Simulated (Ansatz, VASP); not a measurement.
## Zr in VASP and in Ansatz

The input INCAR:

```
SYSTEM = Zr
PREC = Accurate
ENCUT = 520
EDIFF = 1E-6
ISMEAR = -1
SIGMA = 0.1
LREAL = .False.
LASPH = .True.
NELM = 60
ALGO = Normal
ISIF = 2
LWAVE = .False.
LCHARG = .False.
GGA = RE
NBANDS = 19
```

The input KPOINTS:

```
Automatic mesh
0
Gamma
  18 18 10
  0 0 0
```

File POSCAR:

```
Zr
1.0
    3.3774411324      0.0000000000      0.0000000000
   -1.6887205662      2.9249498204      0.0000000000
    0.0000000000      0.0000000000      5.3991958585
Zr
2
Direct
    0.3333333333      0.6666666667      0.2500000000
    0.6666666667      0.3333333333      0.7500000000
```

Input for Ansatz:

```yaml
crystal:
  lattice:
    - [3.3774411324, 0.0, 0.0]
    - [-1.6887205662, 2.9249498204, 0.0]
    - [0.0, 0.0, 5.3991958585]
  atoms:
    - { symbol: Zr, position: [0.3333333333, 0.6666666667, 0.25] }
    - { symbol: Zr, position: [0.6666666667, 0.3333333333, 0.75] }
hamiltonian:
  xc: revpbe
  pseudopotentials:
    kind: paw
    azcp:
      Zr: "pseudopotentials/Zr.paw.azcp"
basis:
  ecutwfc: 420
  fft_grid_basis: typed
kpoints:
  mp_grid: { grid: [18, 18, 10], shift: [0, 0, 0] }
magnetization:
  spin_polarized: false
scf:
  occupations: { method: fermi_dirac, width: 0.1 }
output:
  stress: true
```

Alike in both runs: task single point; functional revPBE; k mesh 18 × 18 × 10; occupations fermi-dirac, width 0.1 eV; no spin polarisation.

```csv
,VASP,Ansatz
version,VASP 6.6.1,Ansatz 0.2.0
potentials or method,"VASP PAW PBE potentials, release 64 (Zr_sv), cutoff 520 eV","plane waves (420 eV) with PAW, scalar-relativistic"
valence electrons in the cell,24,24
```

```tsv
	VASP	Ansatz	Ansatz less VASP
pressure (GPa)	-8.4	-8.4	+0.01
traceless stress, the component that is largest in VASP (GPa)	-0.23	-0.23	+0.002
```

VASP's potentials were made for PBE, not for revPBE.
